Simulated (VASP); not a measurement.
A run of VASP 6.6.1:

INCAR

```
SYSTEM = GaSe
PREC = Accurate
ENCUT = 500
EDIFF = 1E-7
ISMEAR = 0
SIGMA = 0.02
LREAL = .False.
LASPH = .True.
NELM = 120
ALGO = Normal
ISIF = 3
LWAVE = .False.
LCHARG = .False.
GGA = PE
IBRION = 2
NSW = 70
EDIFFG = -0.005
GGA_COMPAT = .False.
NELMIN = 4
```

The input KPOINTS:

```
Automatic mesh
0
Gamma
  9 9 2
  0 0 0
```

Contents of POSCAR:

```
GaSe
1.0
    3.7694983809      0.0000000000      0.0000000000
   -1.8847491905      3.2644813574      0.0000000000
    0.0000000000      0.0000000000     15.9651750239
Ga Se
4 4
Direct
    0.3333333333      0.6666666667      0.1734826700
    0.6666666667      0.3333333333      0.6734826700
    0.3333333333      0.6666666667      0.3265173300
    0.6666666667      0.3333333333      0.8265173300
    0.3333333333      0.6666666667      0.5996966666
    0.6666666667      0.3333333333      0.0996966666
    0.3333333333      0.6666666667      0.9003033334
    0.6666666667      0.3333333333      0.4003033334
```

Potentials or basis: VASP PAW PBE potentials, release 64 (Ga_d, Se).

Launch:

```bash
$ cat potpaw_PBE.64/Ga_d/POTCAR potpaw_PBE.64/Se/POTCAR > POTCAR
$ mpirun -np 1 vasp_std > vasp.out
```

Hardware: 1 thread of Intel(R) Xeon(R) Platinum 8259CL CPU @ 2.50GHz (Skylake/Cascade Lake) (shared host).

Problem. Estimate the wall time of this run.

Solution. It took 65 min on 1 thread of Intel(R) Xeon(R) Platinum 8259CL CPU @ 2.50GHz (Skylake/Cascade Lake), on a shared host, peak memory 0.4 GiB. Counts: scf iterations 192, k points 24, ion steps 22.
